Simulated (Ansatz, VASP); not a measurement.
**TaN in VASP and in Ansatz**

The input INCAR:

```
SYSTEM = TaN
PREC = Accurate ; ENCUT = 520
EDIFF = 1E-6 ; ISMEAR = 0
SIGMA = 0.1 ; LREAL = .FALSE.
LASPH = .TRUE. ; NELM = 150
ALGO = Normal ; ISIF = 2
LWAVE = .FALSE. ; LCHARG = .FALSE.
ISPIN = 2 ; MAGMOM = 1 1 1 1 0 0 0 0
LORBIT = 11 ; LMAXMIX = 4
GGA = PE ; NBANDS = 46
```

The input KPOINTS:

```
regular mesh
0
G
  4 4 4
  0 0 0
```

File POSCAR:

```
TaN
1.0
    4.9901538022      0.0000000000      0.0000000000
    0.0000000000      4.9901538022      0.0000000000
    0.0000000000      0.0000000000      4.4495650861
Ta N
4 4
Direct
    0.7521685068      0.7521685068      0.7662753576
    0.7521685068      0.2478314932      0.2337246424
    0.2478314932      0.7521685068      0.2337246424
    0.2478314932      0.2478314932      0.7662753576
    0.0000000000      0.0000000000      0.5000000000
    0.0000000000      0.5000000000      0.0000000000
    0.5000000000      0.0000000000      0.0000000000
    0.5000000000      0.5000000000      0.0000000000
```

Input for Ansatz:

```yaml
crystal:
  lattice:
    - [4.9901538022, 0.0, 0.0]
    - [0.0, 4.9901538022, 0.0]
    - [0.0, 0.0, 4.4495650861]
  atoms:
    - { symbol: Ta, position: [0.7521685068, 0.7521685068, 0.7662753576], spin: 1.0 }
    - { symbol: Ta, position: [0.7521685068, 0.2478314932, 0.2337246424], spin: 1.0 }
    - { symbol: Ta, position: [0.2478314932, 0.7521685068, 0.2337246424], spin: 1.0 }
    - { symbol: Ta, position: [0.2478314932, 0.2478314932, 0.7662753576], spin: 1.0 }
    - { symbol: "N", position: [0.0, 0.0, 0.5] }
    - { symbol: "N", position: [0.0, 0.5, 0.0] }
    - { symbol: "N", position: [0.5, 0.0, 0.0] }
    - { symbol: "N", position: [0.5, 0.5, 0.0] }
basis:
  ecutwfc: 420
kpoints:
  mp_grid: { grid: [4, 4, 4] }
hamiltonian:
  xc: pbe
scf:
  occupations: { method: gaussian, width: 0.1 }
  lower_state_search: "off"
output:
  forces: true
  stress: true
  eigenvalues: true
  populations: true
magnetization:
  spin_polarized: true
```

Change from the starting cell: ordered vacancies on the anion sites of fluorite (P-42m, No. 111).

Alike in both runs: task single point; functional PBE; k mesh 4 × 4 × 4; occupations gaussian, width 0.1 eV; collinear spin.

|  | VASP | Ansatz |
| --- | --- | --- |
| version | VASP 6.6.1 | Ansatz 0.2.0 |
| potentials or method | VASP PAW PBE potentials, release 64 (Ta_pv, N), cutoff 520 eV | scalar-relativistic, plane waves, PAW |
| valence electrons in the cell | 64 | 72 |

|  | VASP | Ansatz | Ansatz less VASP |
| --- | --- | --- | --- |
| gap on the k mesh at the Fermi level (eV) | none | none | - |
| pressure (GPa) | 0.3 | -0.3 | -0.57 |
| traceless stress, the component that is largest in VASP (GPa) | -0.26 | -0.07 | +0.191 |
| rms of the force components (eV/Å) | 0.016 | 0.004 | -0.0112 |
| net moment per atom (μB) | 0.00 | 0.00 | 0.000 |

Atom by atom the forces differ by 0.020 eV/Å (rms over components). A gap of «none» marks a metal or a gap that the smearing closes. The functional is the same, so the differences come from potentials, cutoffs and numerics. VASP's potentials hold 64 valence electrons a cell and Ansatz's 72, so a difference there can come from the potentials and not from the codes. Ansatz's warnings: seeded moment not kept.

Spin-orbit coupling is off throughout.
